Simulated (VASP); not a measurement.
# TaN (P-62m) in VASP: a series of runs

TaN is run at these levels: LDA; tasks: single point, relaxation of cell and atoms.

Everything below comes from runs of VASP 6.6.1. Logs are shortened: lines on timing, memory, paths and dates and some standing lists are left out, and cuts for length are marked.

## (1) The cell of the first run

Symmetry: P-62m, No. 189, hexagonal system. Conventional cell: a = 5.154 Å, b = 5.154 Å, c = 2.871 Å, α = 90.00°, β = 90.00°, γ = 120.00°. Ta (site symmetry -62m) has 3 N at 2.03 Å within 2.7 Å. Within 3.0 Å of Ta (site symmetry -6) lie 6 N at 2.14 Å and 5 Ta at 2.87 to 2.98 Å. N (site symmetry m2m) has 5 Ta at 2.03 to 2.14 Å and 6 N at 2.75 to 2.87 Å within 2.9 Å.

## (2) Single point, LDA

The input, INCAR:

```
  ALGO = Normal
  EDIFF = 1E-6
  ENCUT = 520
  GGA = CA
  ISIF = 2
  ISMEAR = 0
  LASPH = T
  LCHARG = F
  LREAL = F
  LWAVE = F
  NBANDS = 33
  NELM = 80
  PREC = Accurate
  SIGMA = 0.1
```

The input, KPOINTS:

```
k-points
0
Gamma
  6 6 6
```

The input, POSCAR:

```
TaN
1.0
    5.1535804688      0.0000000000      0.0000000000
   -2.5767902344      4.4631316064      0.0000000000
    0.0000000000      0.0000000000      2.8712062749
Ta N
3 3
Direct
    0.0000000000      0.0000000000      0.0000000000
    0.3333333333      0.6666666667      0.5000000000
    0.6666666667      0.3333333333      0.5000000000
    0.3934654586      0.0000000000      0.0000000000
    0.6065345414      0.6065345414      0.0000000000
    0.0000000000      0.3934654586      0.0000000000
```

Potentials or basis: VASP PAW LDA potentials, release 64 (Ta_pv, N).

Command:

```sh
$ cat potpaw_LDA.64/Ta_pv/POTCAR potpaw_LDA.64/N/POTCAR > POTCAR
$ mpirun -np 1 vasp_std > vasp.out
```

OUTCAR:

```text
EDIFF = 1E-6
   ENCUT = 520
   GGA = CA
   ISIF = 2
   ISMEAR = 0
   LASPH = T
   LREAL = F
   NELM = 80
   PREC = Accurate

 ion  position               nearest neighbor table
   1  0.000  0.000  0.000-   5 2.03   6 2.03   4 2.03   3 3.30   2 3.30   2 3.30   3 3.30   2 3.30
                             2 3.30   3 3.30   3 3.30   3 3.30   3 3.30   2 3.30   2 3.30
   2  0.333  0.667  0.500-   4 2.14   4 2.14   6 2.14   6 2.14   5 2.14   5 2.14   3 2.98   3 2.98
                             3 2.98   1 3.30   1 3.30   1 3.30   1 3.30   1 3.30   1 3.30
   3  0.667  0.333  0.500-   6 2.14   6 2.14   4 2.14   4 2.14   5 2.14   5 2.14   2 2.98   2 2.98
                             2 2.98   1 3.30   1 3.30   1 3.30   1 3.30   1 3.30   1 3.30
   4  0.393  0.000  0.000-   1 2.03   2 2.14   2 2.14   3 2.14   3 2.14
   5  0.607  0.607  0.000-   1 2.03   3 2.14   3 2.14   2 2.14   2 2.14
   6  0.000  0.393  0.000-   1 2.03   3 2.14   3 2.14   2 2.14   2 2.14

  LATTYP: Found a hexagonal cell.
 ALAT       =     5.1535804688
 C/A-ratio  =     0.5571284454

  Lattice vectors:

 A1 = (   5.1535804688,   0.0000000000,   0.0000000000)
 A2 = (  -2.5767902344,   4.4631316064,   0.0000000000)
 A3 = (   0.0000000000,   0.0000000000,   2.8712062749)

Analysis of symmetry for initial positions (statically):
=====================================================================
 Subroutine PRICEL returns:
 Original cell was already a primitive cell.

 Routine SETGRP: Setting up the symmetry group for a
 hexagonal supercell.

 Subroutine GETGRP returns: Found 12 space group operations
 (whereof 12 operations were pure point group operations)
 out of a pool of 24 trial point group operations.

The static configuration has the point symmetry D_3h.

Analysis of symmetry for dynamics (positions and initial velocities):
=====================================================================
 Subroutine PRICEL returns:
 Original cell was already a primitive cell.

 Routine SETGRP: Setting up the symmetry group for a
 hexagonal supercell.

 Subroutine GETGRP returns: Found 12 space group operations
 (whereof 12 operations were pure point group operations)
 out of a pool of 24 trial point group operations.

The dynamic configuration has the point symmetry D_3h.

 Subroutine INISYM returns: Found 12 space group operations
 (whereof 12 operations are pure point group operations),
 and found     1 'primitive' translations

----------------------------------------------------------------------------------------

                                     Primitive cell

[... 104 lines left out ...]
   ISIF   =      2    stress and relaxation
   ISYM   =      2    0-nonsym 1-usesym 2-fastsym
   POTIM  = 0.5000    time-step for ionic-motion
   TEBEG  =    0.0;   TEEND  =   0.0 temperature during run
   PSTRESS=    0.0 pullay stress
   NELECT =      48.0000    total number of electrons
   NUPDOWN=      -1.0000    fix difference up-down
   EMIN   =  10.00;   EMAX   =-10.00  energy-range for DOS
   EFERMI =   0.00;   METHOD = LEGACY
   ISMEAR =     0;   SIGMA  =   0.10  broadening in eV -4-tet -1-fermi 0-gaus
   EFERMI_NEDOS =   21; number of points for ismear=-14 and -15
   IALGO  =     38    algorithm
   IMIX   =      4    mixing-type and parameters
     AMIX     =   0.40;   BMIX     =  1.00
     AMIX_MAG =   1.60;   BMIX_MAG =  1.00
  volume/ion in A,a.u.               =      11.01        74.28
  Fermi-wavevector in a.u.,A,eV,Ry     =   1.471920  2.781525 29.477680  2.166548
  Thomas-Fermi vector in A             =   2.586997
   LORBIT       =      0    0 simple, 1 ext, 2 COOP (PROOUT), +10 PAW based schemes
   GGA     = CA    functional components
   LHFCALC =     F    Hartree Fock is set to
   AEXX    =    0.0000 exact exchange contribution
   IVDW    =     0    specifies the selected vdW correction
   LEPSILON=     F    determine dielectric tensor
   LRPA    =     F    only Hartree local field effects (RPA)
 non-spin polarized calculation
 Gauss-broadening in eV      SIGMA  =   0.10
  energy-cutoff  :      520.00
  volume of cell :       66.04
 maximum number of plane-waves:      1822
 NGX is ok and might be reduce to    40
   NGX = 19   NGY = 19   NGZ = 11

 number of electron      47.9999997 magnetization

 Free energy of the ion-electron system (eV)
  ---------------------------------------------------
  ext. energy  EPLUGINS =         0.00000000
  ---------------------------------------------------
  free energy    TOTEN  =       -74.13789922 eV

  energy without entropy =      -74.13377282  energy(sigma->0) =      -74.13583602

 E-fermi :   8.5420     XC(G=0): -13.4019

 val. band max:        8.2406770751   @ k =   0.1667   0.0000   0.1667
 cond. band min:       8.5595178785   @ k =   0.1667   0.0000   0.3333
 fundamental gap:      0.3188408034
 Fermi energy:         8.5419972009

 k-point     1 :       0.0000    0.0000    0.0000
  band No.  band energies     occupation
      1     -27.5129      2.00000
      2     -27.5129      2.00000
      3     -27.1303      2.00000
      4     -27.1303      2.00000
      5     -26.9116      2.00000
      6     -26.7890      2.00000
[... 853 lines left out ...]
     32      13.6019      0.00000
     33      13.8828      0.00000

 [... further k-points ...]

------------------------ aborting loop because EDIFF is reached ----------------------------------------

  FORCE on cell =-STRESS in cart. coord.  units (eV):
  Direction    XX          YY          ZZ          XY          YZ          ZX
  --------------------------------------------------------------------------------------
  -------------------------------------------------------------------------------------
  Total        0.7583369      0.7583369      0.7123811      0.0000000      0.0000000      0.0000000
  in kB       18.3975343     18.3975343     17.2826291      0.0000000      0.0000000      0.0000000
  external PRESSURE =      18.0258993 kB  Pullay stress =       0.0000000 kB

 VOLUME and BASIS-vectors are now :
 -----------------------------------------------------------------------------
  energy-cutoff  :      520.00
  volume of cell :       66.04
      direct lattice vectors                 reciprocal lattice vectors
     5.153580469  0.000000000  0.000000000     0.194039854  0.112028962  0.000000000
    -2.576790234  4.463131606  0.000000000     0.000000000  0.224057923  0.000000000
     0.000000000  0.000000000  2.871206275     0.000000000  0.000000000  0.348285670

 POSITION                                       TOTAL-FORCE (eV/Angst)
 -----------------------------------------------------------------------------------
      0.00000      0.00000      0.00000        -0.000000     -0.000000      0.000000
     -0.00000      2.97542      1.43560        -0.000000     -0.000000      0.000000
      2.57679      1.48771      1.43560         0.000000     -0.000000      0.000000
      2.02776      0.00000      0.00000         0.004754     -0.000000     -0.000000
      1.56291      2.70704      0.00000        -0.002377     -0.004117      0.000000
     -1.01388      1.75609      0.00000        -0.002377      0.004117      0.000000
 -----------------------------------------------------------------------------------
    total drift:                               -0.000002     -0.000003      0.000000

  FREE ENERGIE OF THE ION-ELECTRON SYSTEM (eV)
  ---------------------------------------------------
  free  energy   TOTEN  =       -74.1378992240 eV

  energy  without entropy=      -74.1337728213  energy(sigma->0) =      -74.13583602
```

OSZICAR:

```text
N       E                     dE             d eps       ncg     rms          rms(c)
DAV:   1     0.449638077174E+03    0.44964E+03   -0.26270E+04  1848   0.153E+03
DAV:   2    -0.541755794331E+02   -0.50381E+03   -0.47859E+03  2090   0.449E+02
DAV:   3    -0.834400229592E+02   -0.29264E+02   -0.28752E+02  2281   0.104E+02
DAV:   4    -0.839956146246E+02   -0.55559E+00   -0.55224E+00  2303   0.138E+01
DAV:   5    -0.840078582917E+02   -0.12244E-01   -0.12226E-01  2375   0.166E+00    0.460E+01
DAV:   6    -0.745237821625E+02    0.94841E+01   -0.48264E+01  2228   0.372E+01    0.195E+01
DAV:   7    -0.742350480108E+02    0.28873E+00   -0.23306E+00  2233   0.811E+00    0.111E+01
DAV:   8    -0.741514385559E+02    0.83609E-01   -0.31665E-01  2283   0.347E+00    0.841E-01
DAV:   9    -0.741388476073E+02    0.12591E-01   -0.34055E-02  2357   0.134E+00    0.347E-01
DAV:  10    -0.741381164317E+02    0.73118E-03   -0.80197E-03  2124   0.450E-01    0.161E-01
DAV:  11    -0.741379297843E+02    0.18665E-03   -0.14393E-03  2365   0.247E-01    0.430E-02
DAV:  12    -0.741378986552E+02    0.31129E-04   -0.15510E-04  2228   0.691E-02    0.149E-02
DAV:  13    -0.741378992240E+02   -0.56884E-06   -0.72497E-06  1983   0.160E-02
   1 F= -.74137899E+02 E0= -.74135836E+02  d E =-.412640E-02
```

It took 62 s on 1 thread of Intel Xeon 6975P-C (Granite Rapids), shared host; peak memory 0.18 GiB.

What came out:

```yaml
Free_energy: -74.1379 eV
Pressure: 1.8 GPa
Largest_force: 0.005 eV/Å
Band_gap_on_the_k_mesh: zero (bands 24 and 25 overlap by 2.91 eV)
```

Forces on the atoms (eV/Å):
```
Ta   0.000  0.000  0.000
Ta   0.000  0.000  0.000
Ta   0.000  0.000  0.000
N    0.005  0.000  0.000
N   -0.002 -0.004  0.000
N   -0.002  0.004  0.000
```

Stress tensor (GPa, compression positive):
```
1.84 0.00 0.00
0.00 1.84 0.00
0.00 0.00 1.73
```

Caveat: the k points lie up to 0.36 Å⁻¹ apart, too coarse for converged energies and pressures of a metal; spin-orbit coupling is left out, which moves the levels of the heavy elements.

## (3) Single point, LDA

This run uses another cell than the first one, of 11.41 Å³/atom.

The input, INCAR:

```
SYSTEM = TaN
PREC = Accurate
ENCUT = 520
EDIFF = 1E-7
ISMEAR = 0
SIGMA = 0.1
LREAL = .False.
LASPH = .True.
NELM = 80
ALGO = Normal
ISIF = 2
LWAVE = .False.
LCHARG = .False.
GGA = CA
NBANDS = 33
```

The input, KPOINTS:

```
regular mesh
0
Gamma
  6 6 6
  0 0 0
```

The input, POSCAR:

```
TaN
1.0
    5.2084955000      0.0000000000      0.0000000000
   -2.6042477500      4.5106894200      0.0000000000
    0.0000000000      0.0000000000      2.9147477500
Ta N
3 3
Direct
    0.0000000000      0.0000000000      0.0000000000
    0.3333333300      0.6666666700      0.5000000000
    0.6666666700      0.3333333300      0.5000000000
    0.3923921700      0.0000000000      0.0000000000
    0.6076078300      0.6076078300      0.0000000000
    0.0000000000      0.3923921700      0.0000000000
```

Potentials or basis: VASP PAW LDA potentials, release 64 (Ta_pv, N).

Command:

```sh
$ cat potpaw_LDA.64/Ta_pv/POTCAR potpaw_LDA.64/N/POTCAR > POTCAR
$ mpirun -np 1 vasp_std > vasp.out
```

OUTCAR:

```text
SYSTEM = TaN
   PREC = Accurate
   ENCUT = 520
   EDIFF = 1E-7
   ISMEAR = 0
   LREAL = .False.
   LASPH = .True.
   NELM = 80
   ISIF = 2
   GGA = CA

 ion  position               nearest neighbor table
   1  0.000  0.000  0.000-   4 2.04   5 2.04   6 2.04   3 3.34   2 3.34   2 3.34   3 3.34   3 3.34
                             3 3.34   2 3.34   2 3.34   3 3.34   3 3.34   2 3.34   2 3.34
   2  0.333  0.667  0.500-   4 2.17   4 2.17   6 2.17   6 2.17   5 2.17   5 2.17   3 3.01   3 3.01
                             3 3.01   1 3.34   1 3.34   1 3.34   1 3.34   1 3.34   1 3.34
   3  0.667  0.333  0.500-   6 2.17   6 2.17   4 2.17   4 2.17   5 2.17   5 2.17   2 3.01   2 3.01
                             2 3.01   1 3.34   1 3.34   1 3.34   1 3.34   1 3.34   1 3.34
   4  0.392  0.000  0.000-   1 2.04   2 2.17   2 2.17   3 2.17   3 2.17
   5  0.608  0.608  0.000-   1 2.04   2 2.17   2 2.17   3 2.17   3 2.17
   6  0.000  0.392  0.000-   1 2.04   3 2.17   3 2.17   2 2.17   2 2.17

  LATTYP: Found a hexagonal cell.
 ALAT       =     5.2084955000
 C/A-ratio  =     0.5596141439

  Lattice vectors:

 A1 = (   5.2084955000,   0.0000000000,   0.0000000000)
 A2 = (  -2.6042477500,   4.5106894200,   0.0000000000)
 A3 = (   0.0000000000,   0.0000000000,   2.9147477500)

Analysis of symmetry for initial positions (statically):
=====================================================================
 Subroutine PRICEL returns:
 Original cell was already a primitive cell.

 Routine SETGRP: Setting up the symmetry group for a
 hexagonal supercell.

 Subroutine GETGRP returns: Found 12 space group operations
 (whereof 12 operations were pure point group operations)
 out of a pool of 24 trial point group operations.

The static configuration has the point symmetry D_3h.

Analysis of symmetry for dynamics (positions and initial velocities):
=====================================================================
 Subroutine PRICEL returns:
 Original cell was already a primitive cell.

 Routine SETGRP: Setting up the symmetry group for a
 hexagonal supercell.

 Subroutine GETGRP returns: Found 12 space group operations
[... 136 lines left out ...]
   GGA     = CA    functional components
   LHFCALC =     F    Hartree Fock is set to
   AEXX    =    0.0000 exact exchange contribution
   IVDW    =     0    specifies the selected vdW correction
   LEPSILON=     F    determine dielectric tensor
   LRPA    =     F    only Hartree local field effects (RPA)
 non-spin polarized calculation
 Gauss-broadening in eV      SIGMA  =   0.10
  energy-cutoff  :      520.00
  volume of cell :       68.48
 maximum number of plane-waves:      1860
 NGX is ok and might be reduce to    40
   NGX = 19   NGY = 19   NGZ = 11

 number of electron      48.0000003 magnetization

 Free energy of the ion-electron system (eV)
  ---------------------------------------------------
  ext. energy  EPLUGINS =         0.00000000
  ---------------------------------------------------
  free energy    TOTEN  =       -74.07126515 eV

  energy without entropy =      -74.06739135  energy(sigma->0) =      -74.06932825

 E-fermi :   8.1159     XC(G=0): -13.2100

 val. band max:        7.8444283460   @ k =   0.1667   0.0000   0.1667
 cond. band min:       8.1262390678   @ k =   0.1667   0.0000   0.3333
 fundamental gap:      0.2818107218
 Fermi energy:         8.1158874965

 k-point     1 :       0.0000    0.0000    0.0000
  band No.  band energies     occupation
      1     -27.9120      2.00000
      2     -27.9120      2.00000
      3     -27.5630      2.00000
      4     -27.5630      2.00000
      5     -27.3919      2.00000
      6     -27.2851      2.00000
[... 853 lines left out ...]
     32      12.9466      0.00000
     33      13.2336      0.00000

 [... further k-points ...]

------------------------ aborting loop because EDIFF is reached ----------------------------------------

  FORCE on cell =-STRESS in cart. coord.  units (eV):
  Direction    XX          YY          ZZ          XY          YZ          ZX
  --------------------------------------------------------------------------------------
  -------------------------------------------------------------------------------------
  Total       -3.8921955     -3.8921955     -5.2317287      0.0000000     -0.0000000      0.0000000
  in kB      -91.0644840    -91.0644841   -122.4051247      0.0000000     -0.0000000      0.0000000
  external PRESSURE =    -101.5113643 kB  Pullay stress =       0.0000000 kB

 VOLUME and BASIS-vectors are now :
 -----------------------------------------------------------------------------
  energy-cutoff  :      520.00
  volume of cell :       68.48
      direct lattice vectors                 reciprocal lattice vectors
     5.208495500  0.000000000  0.000000000     0.191994022  0.110847800  0.000000000
    -2.604247750  4.510689420  0.000000000     0.000000000  0.221695601  0.000000000
     0.000000000  0.000000000  2.914747750     0.000000000  0.000000000  0.343082862

 POSITION                                       TOTAL-FORCE (eV/Angst)
 -----------------------------------------------------------------------------------
      0.00000      0.00000      0.00000        -0.000000     -0.000000     -0.000000
     -0.00000      3.00713      1.45737        -0.000000     -0.000000     -0.000000
      2.60425      1.50356      1.45737        -0.000000     -0.000000     -0.000000
      2.04377      0.00000      0.00000        -0.009412     -0.000000      0.000000
      1.58236      2.74073      0.00000         0.004706      0.008151     -0.000000
     -1.02189      1.76996      0.00000         0.004706     -0.008151     -0.000000
 -----------------------------------------------------------------------------------
    total drift:                               -0.000001     -0.000003      0.000000

  FREE ENERGIE OF THE ION-ELECTRON SYSTEM (eV)
  ---------------------------------------------------
  free  energy   TOTEN  =       -74.0712651477 eV

  energy  without entropy=      -74.0673913493  energy(sigma->0) =      -74.06932825
```

stdout:

```text
POSCAR found type information on POSCAR TaN
 POSCAR found :  2 types and       6 ions
 scaLAPACK will be used
 LDA part: xc-table for (Slater(with rela. corr.)+CA(PZ))
 , standard interpolation
 POSCAR, INCAR and KPOINTS ok, starting setup
 FFT: planning ... GRIDC
 FFT: planning ... GRID_SOFT
 FFT: planning ... GRID
 WAVECAR not read
 entering main loop
```

Wall time 71 s (1 thread of Intel Xeon 6975P-C (Granite Rapids), shared host); peak memory 0.18 GiB.

What came out:

- Free energy: -74.0713 eV
- Pressure: -10.2 GPa
- Largest force: 0.009 eV/Å
- Band gap on the k mesh: zero (bands 24 and 25 overlap by 2.77 eV)

Forces in eV/Å, atoms in the order of the input:
```
Ta   0.000  0.000  0.000
Ta   0.000  0.000  0.000
Ta   0.000  0.000  0.000
N   -0.009  0.000  0.000
N    0.005  0.008  0.000
N    0.005 -0.008  0.000
```

Stress tensor (GPa, compression positive):
```
 -9.11   0.00   0.00
  0.00  -9.11   0.00
  0.00   0.00 -12.24
```

Levels at points of the mesh, in eV from the Fermi level:
```
           k point  band 22  band 23  band 24  band 25  band 26  band 27
(0.00, 0.00, 0.00)    -3.27    -1.90    -0.91    -0.91     0.54     0.54
(0.50, 0.00, 0.00)    -3.81    -2.80    -2.63     1.19     1.74     1.89
(0.00, 0.00, 0.50)    -2.82    -2.82     1.86     1.86     2.02     2.18
(0.50, 0.00, 0.50)    -3.21    -1.89    -0.94     0.48     1.34     3.19
```

Caveat: the cell stands under tension; spin-orbit coupling is left out, which moves the levels of the heavy elements.

[end of part 1 of 2]

The gap in the log of VASP goes by the Fermi energy; the results here count the filled bands.